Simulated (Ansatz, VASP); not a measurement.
# Two plane-wave programs on LiF

Contents of INCAR:

```
  PREC = Accurate
  ENCUT = 520
  EDIFF = 1E-6
  ISMEAR = 0
  SIGMA = 0.05
  LREAL = F
  LASPH = T
  NELM = 100
  ALGO = Normal
  ISIF = 2
  LWAVE = F
  LCHARG = F
  GGA = PE
  NBANDS = 12
```

KPOINTS

```
regular mesh
0
Gamma
  10 10 10
```

Contents of POSCAR:

```
LiF
1.0
    0.0000000000      2.0643500000      2.0643500000
    2.0643500000      0.0000000000      2.0643500000
    2.0643500000      2.0643500000      0.0000000000
Li F
1 1
Direct
    0.0000000000      0.0000000000      0.0000000000
    0.5000000000      0.5000000000      0.5000000000
```

Input for Ansatz:

```yaml
crystal:
  lattice:
    - [0.0, 2.06435, 2.06435]
    - [2.06435, 0.0, 2.06435]
    - [2.06435, 2.06435, 0.0]
  atoms:
    - { symbol: Li, position: [0.0, 0.0, 0.0] }
    - { symbol: F, position: [0.5, 0.5, 0.5] }
basis:
  ecutwfc: 420
kpoints:
  mp_grid: { grid: [10, 10, 10] }
hamiltonian:
  xc: pbe
scf:
  occupations: { method: gaussian, width: 0.05 }
output:
  forces: true
  stress: true
  eigenvalues: true
  write_density: true
  write_potential: true
  elf: true
  volumetric_format: npy
```

Change from the starting cell: strain +0.025 along x and y, +0.025 along z, atoms carried along.

Alike in both runs: task single point; functional PBE; k mesh 10 × 10 × 10; occupations gaussian, width 0.05 eV; no spin polarisation.

|  | VASP | Ansatz |
| --- | --- | --- |
| version | VASP 6.6.1 | Ansatz 0.2.0 |
| potentials or method | VASP PAW PBE potentials, release 64 (Li_sv, F), cutoff 520 eV | scalar-relativistic, plane waves, PAW |
| valence electrons in the cell | 10 | 10 |

|  | VASP | Ansatz | Ansatz less VASP |
| --- | --- | --- | --- |
| gap on the k mesh at the Fermi level (eV) | 8.46 | 8.46 | 0.000 |
| least direct gap on the mesh (eV) | 8.46 | 8.46 | 0.000 |

Noted on VASP's run: the cutoff is short for stress, so the pressure is rough.
